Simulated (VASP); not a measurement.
# NaI in VASP: notebook

The runs below take NaI through single point, with PBE, r2SCAN.

Program: VASP 6.6.1. These are calculated values, not measurements. Logs are shortened: lines on timing, memory, paths and dates and some standing lists are left out, and cuts for length are marked.

### 1 The cell of the first run

The structure is trigonal, space group R-3m (No. 166). Conventional cell: a = 4.466 Å, b = 4.466 Å, c = 11.387 Å, α = 90.00°, β = 90.00°, γ = 120.00°. Within 4.2 Å of Na (site symmetry -3m) lie 6 I at 3.20 Å. I (site symmetry -3m) has 6 Na at 3.20 Å within 4.2 Å.

### 2 Single point, PBE (epitaxial 111 strain -2.2%)

Contents of INCAR:

```
SYSTEM = NaI
  PREC = Accurate
  ENCUT = 520
  EDIFF = 1E-7
  ISMEAR = -1
  SIGMA = 0.02
  LREAL = .False.
  LASPH = .True.
  NELM = 100
  ALGO = Normal
  ISIF = 2
  LWAVE = .False.
  LCHARG = .True.
  GGA = PE
  LELF = .True.
  LVHAR = .True.
  NBANDS = 14
```

Contents of KPOINTS:

```
regular mesh
0
Gamma
  8 8 8
  0 0 0
```

Contents of POSCAR:

```
NaI
1.0
    0.0860397553      3.2440605045      3.2440605045
    3.2440605045      0.0860397553      3.2440605045
    3.2440605045      3.2440605045      0.0860397553
Na I
1 1
Direct
    0.0000000000      0.0000000000      0.0000000000
    0.5000000000      0.5000000000      0.5000000000
```

Potentials or basis: VASP PAW PBE potentials, release 64 (Na_pv, I).

On the command line:

```
cat potpaw_PBE.64/Na_pv/POTCAR potpaw_PBE.64/I/POTCAR > POTCAR
mpirun -np 1 vasp_std > vasp.out
```

OUTCAR:

```text
SYSTEM = NaI
   PREC = Accurate
   ENCUT = 520
   EDIFF = 1E-7
   ISMEAR = -1
   LREAL = .False.
   LASPH = .True.
   NELM = 100
   ISIF = 2
   GGA = PE

 ion  position               nearest neighbor table
   1  0.000  0.000  0.000-
   2  0.500  0.500  0.500-

  LATTYP: Found a trigonal (rhomboedric) cell.
 ALAT       =     4.5886010889
 COS(alpha) =     0.5263371208

  Lattice vectors:

 A1 = (   0.0860397553,   3.2440605045,   3.2440605045)
 A2 = (   3.2440605045,   0.0860397553,   3.2440605045)
 A3 = (   3.2440605045,   3.2440605045,   0.0860397553)

Analysis of symmetry for initial positions (statically):
=====================================================================
 Subroutine PRICEL returns:
 Original cell was already a primitive cell.

 Routine SETGRP: Setting up the symmetry group for a
 trigonal (rhombohedral) supercell.

 Subroutine GETGRP returns: Found 12 space group operations
 (whereof 12 operations were pure point group operations)
 out of a pool of 12 trial point group operations.

The static configuration has the point symmetry D_3d.

Analysis of symmetry for dynamics (positions and initial velocities):
=====================================================================
 Subroutine PRICEL returns:
 Original cell was already a primitive cell.

 Routine SETGRP: Setting up the symmetry group for a
 trigonal (rhombohedral) supercell.

 Subroutine GETGRP returns: Found 12 space group operations
 (whereof 12 operations were pure point group operations)
 out of a pool of 12 trial point group operations.

The dynamic configuration has the point symmetry D_3d.

 Subroutine INISYM returns: Found 12 space group operations
 (whereof 12 operations are pure point group operations),
 and found     1 'primitive' translations

----------------------------------------------------------------------------------------

                                     Primitive cell

  volume of cell :      65.5647

  direct lattice vectors                    reciprocal lattice vectors
     0.086039755  3.244060505  3.244060505    -0.160399131  0.156254900  0.156254900
     3.244060505  0.086039755  3.244060505     0.156254900 -0.160399131  0.156254900
     3.244060505  3.244060505  0.086039755     0.156254900  0.156254900 -0.160399131

  length of vectors
     4.588601089  4.588601089  4.588601089     0.273055066  0.273055066  0.273055066

  position of ions in fractional coordinates (direct lattice)
     0.000000000  0.000000000  0.000000000
     0.500000000  0.500000000  0.500000000

  ion indices of the primitive-cell ions
   primitive index   ion index
                 1           1
                 2           2

----------------------------------------------------------------------------------------

 KPOINTS: regular mesh

Automatic generation of k-mesh.
 Grid dimensions read from file:
 generate k-points for:    8    8    8

 Generating k-lattice:

  Cartesian coordinates                     Fractional coordinates (reciprocal lattice)
    -0.020049891  0.019531863  0.019531863     0.125000000  0.000000000 -0.000000000
     0.019531863 -0.020049891  0.019531863     0.000000000  0.125000000 -0.000000000
     0.019531863  0.019531863 -0.020049891     0.000000000  0.000000000  0.125000000

  Length of vectors
     0.034131883  0.034131883  0.034131883

  Shift w.r.t. Gamma in fractional coordinates (k-lattice)
     0.000000000  0.000000000  0.000000000

 Subroutine IBZKPT returns following result:
 ===========================================

 Found     65 irreducible k-points:

 Following reciprocal coordinates:
            Coordinates               Weight
  0.000000  0.000000  0.000000      1.000000
  0.125000  0.000000 -0.000000      6.000000
  0.250000  0.000000 -0.000000      6.000000
  0.375000  0.000000 -0.000000      6.000000
  0.500000  0.000000 -0.000000      3.000000
  0.125000  0.125000 -0.000000      6.000000
[... 16 lines left out ...]
  0.250000  0.125000  0.125000      6.000000
  0.375000  0.125000  0.125000      6.000000
 [... further k-points ...]
   k-points           NKPTS =     65   k-points in BZ     NKDIM =     65   number of bands    NBANDS=     14
   number of dos      NEDOS =    301   number of ions     NIONS =      2
   total plane-waves  NPLWV =  46656
   dimension x,y,z NGX =    36 NGY =   36 NGZ =   36
   dimension x,y,z NGXF=    72 NGYF=   72 NGZF=   72
   ions per type =               1   1
   NGX,Y,Z   is equivalent  to a cutoff of  13.04, 13.04, 13.04 a.u.
   NGXF,Y,Z  is equivalent  to a cutoff of  26.09, 26.09, 26.09 a.u.
 SYSTEM =  NaI
   PREC   = accura    normal or accurate (medium, high low for compatibility)
   ISTART =      0    job   : 0-new  1-cont  2-samecut
   ICHARG =      2    charge: 1-file 2-atom 10-const
   ISPIN  =      1    spin polarized calculation?
   LNONCOLLINEAR =      F non collinear calculations
   LSORBIT =      F    spin-orbit coupling
   LASPH  =      T    aspherical Exc in radial PAW
   ENCUT  =  520.0 eV  38.22 Ry    6.18 a.u.   8.53  8.53  8.53*2*pi/ulx,y,z
   NELM   =    100;   NELMIN=  2; NELMDL= -5     # of ELM steps
   EDIFF  = 0.1E-06   stopping-criterion for ELM
   LREAL  =      F    real-space projection
   EDIFFG = 0.1E-05   stopping-criterion for IOM
   NSW    =      0    number of steps for IOM
   IBRION =     -1    ionic relax: 0-MD 1-quasi-New 2-CG
   NFREE  =      0    steps in history (QN), initial steepest desc. (CG)
   ISIF   =      2    stress and relaxation
   ISYM   =      2    0-nonsym 1-usesym 2-fastsym
   POTIM  = 0.5000    time-step for ionic-motion
   TEBEG  =    0.0;   TEEND  =   0.0 temperature during run
   PSTRESS=    0.0 pullay stress
   NELECT =      14.0000    total number of electrons
   NUPDOWN=      -1.0000    fix difference up-down
   EMIN   =  10.00;   EMAX   =-10.00  energy-range for DOS
   EFERMI =   0.00;   METHOD = LEGACY
   ISMEAR =    -1;   SIGMA  =   0.02  broadening in eV -4-tet -1-fermi 0-gaus
   EFERMI_NEDOS =   21; number of points for ismear=-14 and -15
   IALGO  =     38    algorithm
   IMIX   =      4    mixing-type and parameters
     AMIX     =   0.40;   BMIX     =  1.00
     AMIX_MAG =   1.60;   BMIX_MAG =  1.00
  volume/ion in A,a.u.               =      32.78       221.23
  Fermi-wavevector in a.u.,A,eV,Ry     =   0.978500  1.849097 13.027060  0.957462
  Thomas-Fermi vector in A             =   2.109280
   LORBIT       =      0    0 simple, 1 ext, 2 COOP (PROOUT), +10 PAW based schemes
   GGA     = PE    functional components
   LHFCALC =     F    Hartree Fock is set to
   AEXX    =    0.0000 exact exchange contribution
   IVDW    =     0    specifies the selected vdW correction
   LEPSILON=     F    determine dielectric tensor
   LRPA    =     F    only Hartree local field effects (RPA)
 non-spin polarized calculation
  energy-cutoff  :      520.00
  volume of cell :       65.56
 maximum number of plane-waves:      1788
 NGX is ok and might be reduce to    36
   NGX = 17   NGY = 17   NGZ = 17

 number of electron      14.0000002 magnetization

 Free energy of the ion-electron system (eV)
  ---------------------------------------------------
  ext. energy  EPLUGINS =         0.00000000
  ---------------------------------------------------
  free energy    TOTEN  =        -5.37142595 eV

  energy without entropy =       -5.37142595  energy(sigma->0) =       -5.37142595

 E-fermi :   1.5211     XC(G=0):  -7.8405

 val. band max:        1.1123796478   @ k =   0.0000   0.0000   0.0000
 cond. band min:       4.7684587109   @ k =   0.0000   0.0000   0.0000
 fundamental gap:      3.6560790631
 Fermi energy:         1.5211302504

 k-point     1 :       0.0000    0.0000    0.0000
  band No.  band energies     occupation
      1     -21.3618      2.00000
      2     -21.3618      2.00000
      3     -21.3579      2.00000
      4     -10.0598      2.00000
      5       0.9214      2.00000
      6       1.1124      2.00000
      7       1.1124      2.00000
      8       4.7685      0.00000
      9       8.6878      0.00000
     10       9.1318      0.00000
     11       9.1318      0.00000
     12      10.8593      0.00000
     13      10.8593      0.00000
     14      11.4991      0.00000

 k-point     2 :       0.1250    0.0000   -0.0000
  band No.  band energies     occupation
      1     -21.3627      2.00000
      2     -21.3619      2.00000
      3     -21.3579      2.00000
      4     -10.0107      2.00000
      5       0.5912      2.00000
      6       0.9030      2.00000
      7       1.0569      2.00000
      8       5.3018      0.00000
      9       8.6646      0.00000
     10       8.9267      0.00000
     11       9.2946      0.00000
     12      10.3434      0.00000
     13      10.4651      0.00000
     14      12.0779      0.00000

 k-point     3 :       0.2500    0.0000   -0.0000
  band No.  band energies     occupation
      1     -21.3649      2.00000
      2     -21.3621      2.00000
      3     -21.3581      2.00000
      4      -9.8872      2.00000
      5      -0.2914      2.00000
      6       0.7951      2.00000
      7       0.9301      2.00000
      8       6.0315      0.00000
      9       8.6664      0.00000
     10       8.8645      0.00000
     11       9.1411      0.00000
     12      10.4490      0.00000
     13      10.7931      0.00000
     14      11.5530      0.00000

 k-point     4 :       0.3750    0.0000   -0.0000
  band No.  band energies     occupation
      1     -21.3672      2.00000
      2     -21.3623      2.00000
      3     -21.3582      2.00000
      4      -9.7557      2.00000
      5      -0.9873      2.00000
      6       0.6996      2.00000
      7       0.8118      2.00000
      8       6.1479      0.00000
      9       8.4842      0.00000
     10       8.7503      0.00000
     11       9.5759      0.00000
     12      11.1778      0.00000
     13      11.6928      0.00000
     14      12.1182      0.00000

 k-point     5 :       0.5000    0.0000   -0.0000
  band No.  band energies     occupation
      1     -21.3681      2.00000
      2     -21.3624      2.00000
      3     -21.3583      2.00000
      4      -9.6985      2.00000
      5      -1.2453      2.00000
      6       0.6620      2.00000
      7       0.7651      2.00000
      8       6.1075      0.00000
      9       8.3282      0.00000
     10       8.6001      0.00000
     11      10.0338      0.00000
[... 276 lines left out ...]
 k-point    22 :       0.1250    0.1250    0.1250
  band No.  band energies     occupation
      1     -21.3618      2.00000
      2     -21.3618      2.00000
      3     -21.3587      2.00000
      4     -10.0171      2.00000
      5       0.4560      2.00000
      6       1.0710      2.00000
      7       1.0710      2.00000
      8       5.3041      0.00000
      9       8.4248      0.00000
     10       9.2681      0.00000
     11       9.2681      0.00000
     12      10.5119      0.00000
     13      10.5119      0.00000
     14      12.1336      0.00000

 k-point    23 :       0.2500    0.1250    0.1250
  band No.  band energies     occupation
      1     -21.3630      2.00000
      2     -21.3618      2.00000
      3     -21.3591      2.00000
      4      -9.9469      2.00000
      5       0.0694      2.00000
      6       0.7524      2.00000
      7       1.0415      2.00000
      8       5.9719      0.00000
      9       8.2393      0.00000
     10       9.0967      0.00000
     11       9.5393      0.00000
     12       9.7465      0.00000
     13      10.9016      0.00000
     14      12.8153      0.00000

 k-point    24 :       0.3750    0.1250    0.1250
  band No.  band energies     occupation
      1     -21.3652      2.00000
      2     -21.3620      2.00000
      3     -21.3592      2.00000
      4      -9.8217      2.00000
      5      -0.5377      2.00000
      6       0.4519      2.00000
      7       0.9145      2.00000
      8       6.5757      0.00000
      9       8.4221      0.00000
     10       8.6710      0.00000
     11       9.1301      0.00000
     12      10.4914      0.00000
     13      11.9052      0.00000
     14      12.2725      0.00000

 [... further k-points ...]
[... 5 lines left out ...]
  --------------------------------------------------------------------------------------
  -------------------------------------------------------------------------------------
  Total        0.4287710      0.4287710      0.4287710     -0.0850185     -0.0850185     -0.0850185
  in kB       10.4776942     10.4776942     10.4776942     -2.0775607     -2.0775607     -2.0775607
  external PRESSURE =      10.4776942 kB  Pullay stress =       0.0000000 kB

 VOLUME and BASIS-vectors are now :
 -----------------------------------------------------------------------------
  energy-cutoff  :      520.00
  volume of cell :       65.56
      direct lattice vectors                 reciprocal lattice vectors
     0.086039755  3.244060505  3.244060505    -0.160399131  0.156254900  0.156254900
     3.244060505  0.086039755  3.244060505     0.156254900 -0.160399131  0.156254900
     3.244060505  3.244060505  0.086039755     0.156254900  0.156254900 -0.160399131

 POSITION                                       TOTAL-FORCE (eV/Angst)
 -----------------------------------------------------------------------------------
      0.00000      0.00000      0.00000        -0.000000      0.000000     -0.000000
      3.28708      3.28708      3.28708         0.000000     -0.000000      0.000000
 -----------------------------------------------------------------------------------
    total drift:                                0.000000      0.000000      0.000000

  FREE ENERGIE OF THE ION-ELECTRON SYSTEM (eV)
  ---------------------------------------------------
  free  energy   TOTEN  =        -5.3714259483 eV

  energy  without entropy=       -5.3714259483  energy(sigma->0) =       -5.37142595
```

Run time: 25 s. Hardware: 1 thread of Intel Xeon 6975P-C (Granite Rapids), shared host; peak memory 0.23 GiB.

Results:

| Quantity | Value |
| --- | --- |
| Free energy | -5.3714 eV |
| Pressure | 1.0 GPa |
| Band gap on the k mesh | 3.66 eV |

Levels at points of the mesh, in eV from the valence-band top:
```
           k point  band 5  band 6  band 7  band 8  band 9  band 10
(0.00, 0.00, 0.00)   -0.19    0.00    0.00    3.66    7.58     8.02
(0.50, 0.00, 0.00)   -2.36   -0.45   -0.35    5.00    7.22     7.49
(0.50, 0.50, 0.00)   -2.08   -0.94   -0.77    4.44    5.44     9.97
(0.50, 0.50, 0.50)   -2.40   -0.26   -0.26    5.15    7.60     7.60
```

Caveat: the cell differs from its parent crystal (epitaxial 111 strain -2.2%); spin-orbit coupling is left out, which moves the levels of the heavy elements.

(Part 1 of 2 ends here.)
